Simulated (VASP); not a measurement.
Write the native input for VASP 6.6.1 that does the following.

```
Task                   : single point
Functional             : PBE
Potentials or basis    : VASP PAW PBE potentials, release 64 (Cu)
Cutoff                 : 520 eV
k mesh                 : 8 × 8 × 1
Occupations            : fermi-dirac, width 0.1 eV
Spin                   : no spin polarisation
Dipole correction      : yes
Further INCAR settings : ALGO = Normal; EDIFF = 1e-06; NBANDS = 24
```

The structure of Cu lies in POSCAR:

```
Cu
1.0
    2.5561910140      0.0000000000      0.0000000000
    1.2780955070      2.2137263550      0.0000000000
    0.0000000000      0.0000000000     12.1742424462
Cu
3
Direct
    0.0000000000      0.0000000000      0.3285625383
    0.3333333333      0.3333333333      0.5000000000
    0.6666666667      0.6666666667      0.6714374617
```

These files were run (other wordings do the same):

INCAR

```
ALGO = Normal ; DIPOL = 0.5 0.5 0.500
EDIFF = 1E-6 ; ENCUT = 520
GGA = PE ; IDIPOL = 3
ISIF = 2 ; ISMEAR = -1
LASPH = T ; LCHARG = F
LDIPOL = T ; LREAL = F
LWAVE = F ; NBANDS = 24
NELM = 80 ; PREC = Accurate
SIGMA = 0.1
```

KPOINTS

```
k-points
0
Gamma
  8 8 1
```

Potentials or basis: VASP PAW PBE potentials, release 64 (Cu).

Command:

```sh
$ cat potpaw_PBE.64/Cu/POTCAR > POTCAR
$ mpirun -np 1 vasp_std > vasp.out
```

Results of the run:

The largest force is 0.022 eV/Å.

Wall time 24 s on 1 thread of Intel Xeon 6975P-C, with other jobs on the host, peak memory 0.18 GiB.
